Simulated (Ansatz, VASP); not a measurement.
**Two plane-wave programs on BaTiO3**

```xyz
10
Lattice="-4.0605 -4.0500 0.0000 -4.0396 4.0500 0.0000 -0.0105 -0.0104 -4.0500" Properties=species:S:1:pos:R:3 pbc="T T T"
Ba   -4.0455    4.0441   -0.0053
Ba   -4.0560   -0.0059   -0.0053
Ti   -2.0737   -2.0684   -2.0617
Ti   -2.0633    1.9816   -2.0618
O    -6.0553   -2.0001   -3.9908
O    -2.0053   -2.0001   -3.9908
O    -4.0003   -1.9951   -1.9905
O    -3.9898    2.0549   -1.9905
O    -6.0450    0.0549   -1.9905
O    -1.9950    0.0549   -1.9905
```

Alike in both runs: functional PBE; k mesh 3 × 3 × 5; occupations gaussian, width 0.0138 eV; collinear spin; Hubbard terms Ti d U = 5.62 eV.

Ansatz relaxed the structure, and its values are those at the end. VASP's run is a single point on that final structure, the one shown.

|  | VASP | Ansatz |
| --- | --- | --- |
| version | VASP 6.6.1 | Ansatz 0.2.0 |
| potentials or method | VASP PAW PBE potentials, release 64 (Ba_sv, Ti_sv, O), cutoff 520 eV | PAW plane waves |
| valence electrons in the cell | 80 | 80 |

```csv
,VASP,Ansatz,Ansatz less VASP
gap on the k mesh at the Fermi level (eV),2.66,2.70,+0.039
pressure (GPa),3.8,-0.2,-4.06
rms of the force components (eV/Å),0.246,0.001,-0.2449
net moment per atom (μB),0.00,0.00,0.000
```

The programs project onto different local orbitals, so the same U acts differently, and such runs can settle in different states. Ansatz's warnings: no starting moments, stress scf threshold loose, structure snapped to symmetry.

Spin-orbit coupling is off throughout.
